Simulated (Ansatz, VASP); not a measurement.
Zn3F: VASP beside Ansatz

INCAR

```
SYSTEM = Zn3F
  ALGO = Normal
  EDIFF = 1E-6
  EDIFFG = -0.01
  ENCUT = 600
  GGA = PE
  IBRION = 2
  ISIF = 3
  ISMEAR = 0
  LASPH = .TRUE.
  LCHARG = .FALSE.
  LREAL = .FALSE.
  LWAVE = .FALSE.
  NELM = 80
  NSW = 100
  PREC = Accurate
  SIGMA = 0.1
```

File KPOINTS:

```
k-points
0
G
  12 12 12
  0 0 0
```

POSCAR

```
Zn3F
1.0
    3.9522930153      0.0000000000      0.0000000000
    0.0000000000      3.9522930153      0.0000000000
    0.0000000000      0.0000000000      3.9522930153
Zn F
3 1
Direct
    0.0000000000      0.5000000000      0.5000000000
    0.5000000000      0.0000000000      0.5000000000
    0.5000000000      0.5000000000      0.0000000000
    0.0000000000      0.0000000000      0.0000000000
```

Input for Ansatz:

```yaml
crystal:
  lattice:
    - [3.9522930153, 0.0, 0.0]
    - [0.0, 3.9522930153, 0.0]
    - [0.0, 0.0, 3.9522930153]
  atoms:
    - { symbol: Zn, position: [0.0, 0.5, 0.5] }
    - { symbol: Zn, position: [0.5, 0.0, 0.5] }
    - { symbol: Zn, position: [0.5, 0.5, 0.0] }
    - { symbol: F, position: [0.0, 0.0, 0.0] }
basis:
  ecutwfc: 420
kpoints:
  mp_grid: { grid: [12, 12, 12] }
hamiltonian:
  xc: pbe
scf:
  occupations: { method: gaussian, width: 0.1 }
output:
  forces: true
  stress: true
  eigenvalues: true
relax:
  adjacent_minimum: "off"
  f_tol: 0.01
  max_steps: 80
  cell: { stress_tol: 0.05 }
```

Change from the starting cell: species swapped into the CdAu3 type (Pm-3m, No. 221).

Alike in both runs: task relaxation of cell and atoms; functional PBE; k mesh 12 × 12 × 12; occupations gaussian, width 0.1 eV; no spin polarisation.

```csv
,VASP,Ansatz
version,VASP 6.6.1,Ansatz 0.2.0
potentials or method,"VASP PAW PBE potentials, release 64 (Zn, F), cutoff 600 eV","scalar-relativistic, plane waves, PAW"
valence electrons in the cell,43,43
```

VASP gave:

* gap on the k mesh at the Fermi level, each at its own relaxed structure (eV): none
* relaxed volume (Å³/atom): 15.46
* relaxed length of the cell vector where the two differ most in proportion (Å): 3.954

Which values does Ansatz return?

gap on the k mesh at the Fermi level, each at its own relaxed structure (eV): none; relaxed volume (Å³/atom): 15.47; relaxed length of the cell vector where the two differ most in proportion (Å): 3.955.

A gap of «none» marks a metal or a gap that the smearing closes.
